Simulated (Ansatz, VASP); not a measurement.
## Na in VASP and in Ansatz

```xyz
1
Lattice="-2.1493 2.1493 2.0857 2.1493 -2.1493 2.0857 2.1493 2.1493 -2.0857" Properties=species:S:1:pos:R:3 pbc="T T T"
Na    0.0000    0.0000    0.0000
```

Change from the starting cell: strain +0.015 along x and y, -0.015 along z, atoms carried along.

Alike in both runs: task single point; functional PBE; k mesh 16 × 16 × 16; occupations gaussian, width 0.15 eV; no spin polarisation.

```csv
,VASP,Ansatz
version,VASP 6.6.1,Ansatz 0.2.0
potentials or method,"VASP PAW PBE potentials, release 64 (Na_pv), cutoff 520 eV","scalar-relativistic, plane waves, PAW"
valence electrons in the cell,7,9
```

|  | VASP | Ansatz | Ansatz less VASP |
| --- | --- | --- | --- |
| gap on the k mesh at the Fermi level (eV) | none | none | - |
| pressure (GPa) | -0.3 | -0.3 | +0.01 |

A gap of «none» marks a metal or a gap that the smearing closes. With one functional, cell and mesh, what is left measures potentials, basis and numerics. VASP's potentials hold 7 valence electrons a cell and Ansatz's 9, so a difference there can come from the potentials and not from the codes.
